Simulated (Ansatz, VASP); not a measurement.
One calculation of LiSe6, two programs

```xyz
7
Lattice="8.0816 0.0000 0.0000 -4.0408 6.9989 0.0000 0.0000 0.0000 4.0627" Properties=species:S:1:pos:R:3 pbc="T T T"
Li    0.0000    0.0000    0.0000
Se   -1.2319    2.1337    2.0314
Se    2.8089    4.8651    2.0314
Se    2.4638    0.0000    2.0314
Se   -2.8089    4.8651    2.0314
Se    1.2319    2.1337    2.0314
Se    5.6178    0.0000    2.0314
```

Change from the starting cell: species swapped into the LiC6 type (P6/mmm, No. 191).

Alike in both runs: functional PBE; k mesh 3 × 3 × 4; occupations gaussian, width 0.1 eV; no spin polarisation.

Ansatz relaxed the structure, and its values are those at the end. VASP's run is a single point on that final structure, the one shown.

```csv
,VASP,Ansatz
version,VASP 6.6.1,Ansatz 0.2.0
potentials or method,"VASP PAW PBE potentials, release 64 (Li_sv, Se), cutoff 520 eV","scalar-relativistic, plane waves, PAW"
valence electrons in the cell,39,99
```

```tsv
	VASP	Ansatz	Ansatz less VASP
gap on the k mesh at the Fermi level (eV)	none	none	-
rms of the force components (eV/Å)	0.008	0.001	-0.0070
```

A gap of «none» marks a metal or a gap that the smearing closes. With one functional, cell and mesh, what is left measures potentials, basis and numerics. VASP's potentials hold 39 valence electrons a cell and Ansatz's 99, so a difference there can come from the potentials and not from the codes.

The k mesh is coarse, so the values compare programs but aren't converged. Noted on VASP's run: the cutoff is short for stress, so the pressure is rough.
